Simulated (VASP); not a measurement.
A run of VASP 6.6.1 is set up as follows.

File INCAR:

```
ALGO = Normal
EDIFF = 1E-6
ENCUT = 600
GGA = PE
GGA_COMPAT = False
ISIF = 2
ISMEAR = 1
LASPH = True
LCHARG = False
LREAL = False
LWAVE = False
NBANDS = 18
NELM = 120
PREC = Accurate
SIGMA = 0.05
```

The input KPOINTS:

```
k-points
0
Gamma
  10 10 6
```

File POSCAR:

```
Cu
1.0
    2.5113681213      0.0000000000      0.0000000000
   -1.2556840557      2.1749085894      0.0000000000
    0.0000000000      0.0000000000      4.0756849682
Cu
2
Direct
    0.3333333333      0.6666666667      0.2500000000
    0.6666666667      0.3333333333      0.7500000000
```

Potentials or basis: VASP PAW PBE potentials, release 64 (Cu).

The run is started by

```sh
$ cat potpaw_PBE.64/Cu/POTCAR > POTCAR
$ mpirun -np 1 vasp_std > vasp.out
```

Task: What does it give for the pressure?

Result: 13.0 GPa.

Task: Estimate the band gap on the k mesh.

Result: Zero (bands 11 and 12 overlap by 5.21 eV).

Stress tensor (GPa, compression positive):
```
13.09  0.00  0.00
 0.00 13.09  0.00
 0.00  0.00 12.74
```

Caveat: the cell stands under pressure.
